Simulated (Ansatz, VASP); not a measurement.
**CaB2: VASP beside Ansatz**

INCAR

```
SYSTEM = CaB2
PREC = Accurate
ENCUT = 520
EDIFF = 1E-6
ISMEAR = 0
SIGMA = 0.1
LREAL = .FALSE.
LASPH = .TRUE.
NELM = 100
ALGO = Normal
ISIF = 2
LWAVE = .FALSE.
LCHARG = .FALSE.
GGA = PS
NBANDS = 15
```

KPOINTS

```
regular mesh
0
G
  15 15 10
  0 0 0
```

POSCAR

```
CaB2
1.0
    3.3097689785      0.0000000000      0.0000000000
   -1.6548844892      2.8663440160      0.0000000000
    0.0000000000      0.0000000000      4.2944744954
Ca B
1 2
Direct
    0.0000000000      0.0000000000      0.0000000000
    0.3333333300      0.6666666700      0.5000000000
    0.6666666700      0.3333333300      0.5000000000
```

Input for Ansatz:

```yaml
crystal:
  lattice:
    - [3.3097689785, 0.0, 0.0]
    - [-1.6548844892, 2.866344016, 0.0]
    - [0.0, 0.0, 4.2944744954]
  atoms:
    - { symbol: Ca, position: [0.0, 0.0, 0.0] }
    - { symbol: B, position: [0.33333333, 0.66666667, 0.5] }
    - { symbol: B, position: [0.66666667, 0.33333333, 0.5] }
basis:
  ecutwfc: 420
kpoints:
  mp_grid: { grid: [15, 15, 10] }
hamiltonian:
  xc: pbesol
scf:
  occupations: { method: gaussian, width: 0.1 }
output:
  forces: true
  stress: true
  eigenvalues: true
```

Alike in both runs: task single point; functional PBEsol; k mesh 15 × 15 × 10; occupations gaussian, width 0.1 eV; no spin polarisation.

|  | VASP | Ansatz |
| --- | --- | --- |
| version | VASP 6.6.1 | Ansatz 0.2.0 |
| potentials or method | VASP PAW PBE potentials, release 64 (Ca_sv, B), cutoff 520 eV | scalar-relativistic, plane waves, PAW |
| valence electrons in the cell | 16 | 16 |

```tsv
	VASP	Ansatz	Ansatz less VASP
gap on the k mesh at the Fermi level (eV)	none	none	-
pressure (GPa)	-12.7	-12.9	-0.24
traceless stress, the component that is largest in VASP (GPa)	-2.70	-2.77	-0.069
```

VASP's potentials were made for PBE, not for PBEsol. A gap of «none» marks a metal or a gap that the smearing closes.
